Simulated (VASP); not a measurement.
**MgO: single point with PBE**

MgO:

```
CELL_PARAMETERS angstrom
2.13515 -2.13515 0.00000
2.13515 0.00000 -2.13515
11.13868 11.13868 11.13868
ATOMIC_POSITIONS crystal
Mg 0.66667 0.66667 0.03195
Mg 0.00000 0.00000 0.67091
Mg 0.33333 0.33333 0.15974
Mg 0.66667 0.66667 0.41532
Mg 0.00000 0.00000 0.28753
Mg 0.33333 0.33333 0.54312
O 0.66667 0.66667 0.22364
O 0.00000 0.00000 0.09584
O 0.33333 0.33333 0.35143
O 0.66667 0.66667 0.60701
O 0.00000 0.00000 0.47922
O 0.33333 0.33333 0.73480
```

* Program: VASP 6.6.1
* Task: single point
* Functional: PBE
* Potentials or basis: VASP PAW PBE potentials, release 64 (Mg, O)
* Cutoff: 520 eV
* k mesh: 9 × 9 × 2
* Occupations: gaussian, width 0.05 eV
* Spin: no spin polarisation

```
Pressure               : -1.8 GPa
Largest force          : 1.131 eV/Å
Band gap on the k mesh : zero (band 24 reaches 2.52 eV, above the bottom of band 25 at 2.10 eV)
```

Forces in eV/Å, atoms in the order of the input:
```
Mg  -0.088 -0.088 -0.088
Mg   0.653  0.653  0.653
Mg   0.374  0.374  0.374
Mg   0.333  0.333  0.333
Mg   0.332  0.332  0.332
Mg   0.338  0.338  0.338
O   -0.330 -0.330 -0.330
O   -0.093 -0.093 -0.093
O   -0.331 -0.331 -0.331
O   -0.397 -0.397 -0.397
O   -0.335 -0.335 -0.335
O   -0.457 -0.457 -0.457
```

Stress tensor (GPa, compression positive):
```
-1.77 -0.21 -0.21
-0.21 -1.77 -0.21
-0.21 -0.21 -1.77
```

Levels at points of the mesh, in eV from the Fermi level:
```csv
k point,band 22,band 23,band 24,band 25,band 26,band 27
"(0.00, 0.00, 0.00)",-0.79,-0.38,0.41,0.41,2.37,3.48
"(0.00, 0.00, 0.50)",-0.79,-0.37,0.41,0.41,2.35,3.51
```

Wall time 3.6 min on 1 thread of Intel(R) Xeon(R) Platinum 8488C (Sapphire Rapids), with other jobs on the host, peak memory 0.31 GiB.

Caveat: forces of over 1 eV/Å act on the atoms, so gaps and moduli don't describe the material at rest.
